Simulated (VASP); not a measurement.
Input of a VASP 6.6.1 run:

File INCAR:

```
SYSTEM = Br
PREC = Accurate
ENCUT = 600
EDIFF = 1E-7
ISMEAR = 0
SIGMA = 0.1
LREAL = .FALSE.
LASPH = .TRUE.
NELM = 60
ALGO = Normal
ISIF = 3
LWAVE = .FALSE.
LCHARG = .FALSE.
GGA = PS
IBRION = 2
NSW = 90
EDIFFG = -0.04
```

Contents of KPOINTS:

```
Automatic mesh
0
G
  6 6 2
  0 0 0
```

File POSCAR:

```
Br
1.0
    3.6477160410      0.0000000000      0.0000000000
   -1.8238580205      3.1590147573      0.0000000000
    0.0000000000      0.0000000000     11.7646041924
Br
4
Direct
    0.0000000000      0.0000000000      0.0000000000
    0.0000000000      0.0000000000      0.5000000000
    0.3333333333      0.6666666667      0.7500000000
    0.6666666667      0.3333333333      0.2500000000
```

Potentials or basis: VASP PAW PBE potentials, release 64 (Br).

Command:

```console
$ cat potpaw_PBE.64/Br/POTCAR > POTCAR
$ mpirun -np 1 vasp_std > vasp.out
```

Problem. What does it give for the relaxed volume?

Solution. 26.42 Å³/atom.

Problem. Predict the band gap on the k mesh.

Solution. Zero (bands 14 and 15 overlap by 0.81 eV).

Step by step:
```tsv
step	energy change (eV)	largest force (eV/Å)	pressure (GPa)	volume (Å³)
1	0.0000	0.0000	-5.28	135.57
2	-0.6548	0.0000	-4.44	114.81
3	-0.9635	0.0000	-1.09	98.84
4	-0.9718	0.0000	0.54	94.78
5	-0.9737	0.0000	-0.01	96.04
6	-0.9764	0.0000	0.02	96.01
7	-0.9856	0.0000	0.15	95.92
8	-1.0805	0.0000	0.31	95.64
9	-1.2875	0.0000	1.57	94.66
10	-1.2993	0.0000	8.17	90.95
11	-1.4233	0.0000	4.17	93.10
12	-1.4176	0.0000	5.26	92.49
13	-1.4213	0.0000	5.02	92.62
14	-1.4215	0.0000	5.03	92.62
15	-1.4221	0.0000	5.06	92.64
16	-1.4233	0.0000	5.11	92.67
17	-1.4250	0.0000	5.20	92.72
18	-1.4260	0.0000	5.41	92.83
19	-1.4283	0.0000	5.37	92.90
20	-1.4351	0.0000	5.25	93.11
21	-1.4482	0.0000	5.00	93.55
22	-1.4727	0.0000	4.53	94.42
23	-1.5149	0.0000	3.65	96.18
24	-1.5744	0.0000	2.08	99.74
25	-1.6062	0.0000	-0.37	107.02
26	-1.6080	0.0000	0.00	105.69
```

Caveat: the volume moved by over 15 % at a fixed basis, so the end points are rough; the PAW data sets were made with another functional, which shifts forces and pressure a little.
